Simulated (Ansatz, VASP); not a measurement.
**PbS: VASP beside Ansatz**

```
Pb S
1.0
     0.00000    2.95173    2.95173
     2.95173    0.00000    2.95173
     2.95173    2.95173    0.00000
Pb S
1 1
Direct
  0.00000 0.00000 0.00000
  0.50000 0.50000 0.50000
```

Alike in both runs: functional PBEsol; k mesh 10 × 10 × 10; occupations gaussian, width 0.01 eV; no spin polarisation.

Ansatz relaxed the structure, and its values are those at the end. VASP's run is a single point on that final structure, the one shown.

|  | VASP | Ansatz |
| --- | --- | --- |
| version | VASP 6.6.1 | Ansatz 0.2.0 |
| potentials or method | VASP PAW PBE potentials, release 64 (Pb_d, S), cutoff 520 eV | scalar-relativistic, plane waves, PAW |
| valence electrons in the cell | 20 | 20 |

Ansatz gave:

| Item | Value |
| --- | --- |
| gap on the k mesh at the Fermi level (eV) | 0.19 |
| least direct gap on the mesh (eV) | 0.19 |
| pressure (GPa) | 0.0 |

**Question.** Which values does VASP return?

**Answer.** gap on the k mesh at the Fermi level (eV): 0.20; least direct gap on the mesh (eV): 0.20; pressure (GPa): -0.1.

VASP's potentials were made for PBE, not for PBEsol.

Spin-orbit coupling is off throughout.
